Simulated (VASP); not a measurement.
Runs of VASP 6.6.1 on SrTiO3. The structure is that of space group Pm-3m (No. 221), or close to it. The cells are those of the table. 

```tsv
level	cell	smearing	gap on the mesh (eV)	pressure (GPa)
r2SCAN	a = 3.907, b = 3.907, c = 3.751 Å, 5 atoms	gaussian 0.01 eV	2.29	10.1
PBE	a = 3.907, b = 3.907, c = 3.868 Å, 5 atoms	fermi-dirac 0.02 eV	1.85	6.7
PBE	a = 3.907, b = 3.907, c = 3.751 Å, 5 atoms	fermi-dirac 0.02 eV	1.86	(b)
PBE	a = 3.907, b = 3.907, c = 3.790 Å, 5 atoms	fermi-dirac 0.02 eV	1.85	(a)
PBE	a = 3.907, b = 3.907, c = 3.985 Å, 5 atoms	fermi-dirac 0.02 eV	1.78	1.2
```

Alike in all rows: task single point; potentials or basis VASP PAW PBE potentials, release 64 (Sr_sv, Ti_sv, O); no spin polarisation; k mesh 6 × 6 × 6; cutoff (eV) 520.

Fill in the values left out.

(a) 11.2; (b) 13.7.

Caveats: the cell stands under pressure (at least some runs); the PAW data sets were made with another functional, which shifts forces and pressure a little (at least some runs).

A k mesh can miss the band edges, and the runs leave out spin-orbit coupling on Sr.
